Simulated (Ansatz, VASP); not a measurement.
## W: VASP beside Ansatz

POSCAR

```
W
1.0
    0.0000000000      1.9691000000      2.0604500000
    1.9691000000      0.0000000000      2.0604500000
    1.9691000000      1.9691000000      0.0000000000
W
1
Direct
    0.0000000000      0.0000000000      0.0000000000
```

Contents of INCAR.step1:

```
PREC = Accurate ; ENCUT = 520
ISMEAR = 0 ; SIGMA = 0.15
LREAL = F ; LASPH = T
NELM = 60 ; NBANDS = 13
GGA = PE ; ALGO = Normal
EDIFF = 1E-4 ; LWAVE = T
LCHARG = F
```

Contents of INCAR.step2:

```
PREC = Accurate ; ENCUT = 520
EDIFF = 1E-6 ; ISMEAR = 0
SIGMA = 0.15 ; LREAL = F
LASPH = T ; NELM = 60
ALGO = Normal ; ISIF = 2
LWAVE = F ; LCHARG = T
METAGGA = R2SCAN ; LMIXTAU = T
LELF = T ; LVHAR = T
NBANDS = 13 ; ISTART = 1
```

The input KPOINTS:

```
regular mesh
0
Gamma
  20 20 20
```

Input for Ansatz:

```yaml
crystal:
  lattice:
    - [0.0, 1.9691, 2.06045]
    - [1.9691, 0.0, 2.06045]
    - [1.9691, 1.9691, 0.0]
  atoms:
    - { symbol: W, position: [0.0, 0.0, 0.0] }
basis:
  ecutwfc: 500
kpoints:
  mp_grid: { grid: [20, 20, 20] }
hamiltonian:
  xc: r2scan
scf:
  occupations: { method: gaussian, width: 0.15 }
output:
  forces: true
  stress: true
  eigenvalues: true
```

Change from the starting cell: strain -0.030 along x and y, +0.015 along z, atoms carried along.

Alike in both runs: task single point; functional r2SCAN; k mesh 20 × 20 × 20; occupations gaussian, width 0.15 eV; no spin polarisation.

|  | VASP | Ansatz |
| --- | --- | --- |
| version | VASP 6.6.1 | Ansatz 0.2.0 |
| potentials or method | VASP PAW PBE potentials, release 64 (W_sv), cutoff 520 eV | scalar-relativistic, plane waves, PAW |
| valence electrons in the cell | 14 | 14 |

```csv
,VASP,Ansatz,Ansatz less VASP
gap on the k mesh at the Fermi level (eV),none,none,-
pressure (GPa),5.7,4.4,-1.23
"traceless stress, the component that is largest in VASP (GPa)",9.23,9.20,-0.030
```

VASP's potentials were made for PBE, not for r2SCAN. A gap of «none» marks a metal or a gap that the smearing closes. The functional is the same, so the differences come from potentials, cutoffs and numerics.

Spin-orbit coupling is off throughout.
